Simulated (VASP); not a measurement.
Runs of VASP 6.6.1 on LiAgC. The structure is that of space group P4/mmm (No. 123), or close to it. The cells are those of the table. 

```csv
task,cell,k mesh,cutoff (eV),gap on the mesh (eV),pressure (GPa),relaxed volume (Å³/atom)
single point,"a = 3.070, b = 3.070, c = 4.165 Å, 3 atoms",6 × 6 × 4,520,none,-,-
relaxation of cell and atoms,"relaxed from a = 3.347, b = 3.347, c = 4.011 Å, 3 atoms",6 × 6 × 4,600,none,0.1,(a)
single point,"a = 3.088, b = 3.088, c = 4.128 Å, 3 atoms",16 × 16 × 12,520,none,-,-
single point,"a = 3.347, b = 3.347, c = 4.011 Å, 3 atoms",6 × 6 × 4,520,none,-,-
relaxation of cell and atoms,"relaxed from a = 3.070, b = 3.070, c = 4.165 Å, 3 atoms",16 × 16 × 12,600,none,0.0,13.08
```

Alike in all rows: level PBE; potentials or basis VASP PAW PBE potentials, release 64 (Li_sv, Ag, C); no spin polarisation; smearing gaussian 0.1 eV.

**Question.** Fill in the values left out.

**Answer.** (a) 12.98.

Caveats: some runs use coarse meshes; the cutoff is under 1.25 times the usual one of these potentials, so pressure, stress and relaxed cells hold a basis-set (Pulay) error.

A k mesh can miss the band edges, and the runs leave out spin-orbit coupling on Ag.

A gap of «none» marks levels without a gap at the run's occupations.
